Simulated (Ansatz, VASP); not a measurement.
C in VASP and in Ansatz

The input INCAR:

```
  PREC = Accurate
  ENCUT = 520
  EDIFF = 1E-6
  ISMEAR = 0
  SIGMA = 0.15
  LREAL = F
  LASPH = T
  NELM = 80
  ALGO = Normal
  ISIF = 2
  LWAVE = F
  LCHARG = F
  GGA = PE
  IVDW = 12
  NBANDS = 16
```

KPOINTS

```
Automatic mesh
0
Gamma
  24 24 8
```

The input POSCAR:

```
C
1.0
    2.6621780387      0.0000000000      0.0000000000
   -1.3310890193      2.3055138109      0.0000000000
    0.0000000000      0.0000000000      6.4688953255
C
4
Direct
    0.0000000000      0.0000000000      0.0025000000
    0.0000000000      0.0000000000      0.5025000000
    0.3333333333      0.6666666667      0.0025000000
    0.6666666667      0.3333333333      0.5025000000
```

Input for Ansatz:

```yaml
crystal:
  lattice:
    - [2.6621780387, 0.0, 0.0]
    - [-1.3310890193, 2.3055138109, 0.0]
    - [0.0, 0.0, 6.4688953255]
  atoms:
    - { symbol: C, position: [0.0, 0.0, 0.0025] }
    - { symbol: C, position: [0.0, 0.0, 0.5025] }
    - { symbol: C, position: [0.3333333333, 0.6666666667, 0.0025] }
    - { symbol: C, position: [0.6666666667, 0.3333333333, 0.5025] }
basis:
  ecutwfc: 420
kpoints:
  mp_grid: { grid: [24, 24, 8] }
hamiltonian:
  xc: pbe
  dispersion: d3bj
scf:
  occupations: { method: gaussian, width: 0.15 }
output:
  forces: true
  stress: true
  eigenvalues: true
```

Change from the starting cell: strain +0.080 along x and y, -0.040 along z, atoms carried along.

Alike in both runs: task single point; functional PBE; dispersion D3(BJ); k mesh 24 × 24 × 8; occupations gaussian, width 0.15 eV; no spin polarisation.

|  | VASP | Ansatz |
| --- | --- | --- |
| version | VASP 6.6.1 | Ansatz 0.2.0 |
| potentials or method | VASP PAW PBE potentials, release 64 (C), cutoff 520 eV | scalar-relativistic, plane waves, PAW |
| valence electrons in the cell | 16 | 16 |

Ansatz gave:

- gap on the k mesh at the Fermi level (eV): none
- pressure (GPa): -47.3
- traceless stress, the component that is largest in VASP (GPa): 49.53

Q: What did VASP give for the same quantities?

A: gap on the k mesh at the Fermi level (eV): none; pressure (GPa): -47.1; traceless stress, the component that is largest in VASP (GPa): 49.26.

A gap of «none» marks a metal or a gap that the smearing closes. Both programs put the cell under strong tension, so it lies far from rest at this level.

Noted on VASP's run: the cell as given lies far from equilibrium.
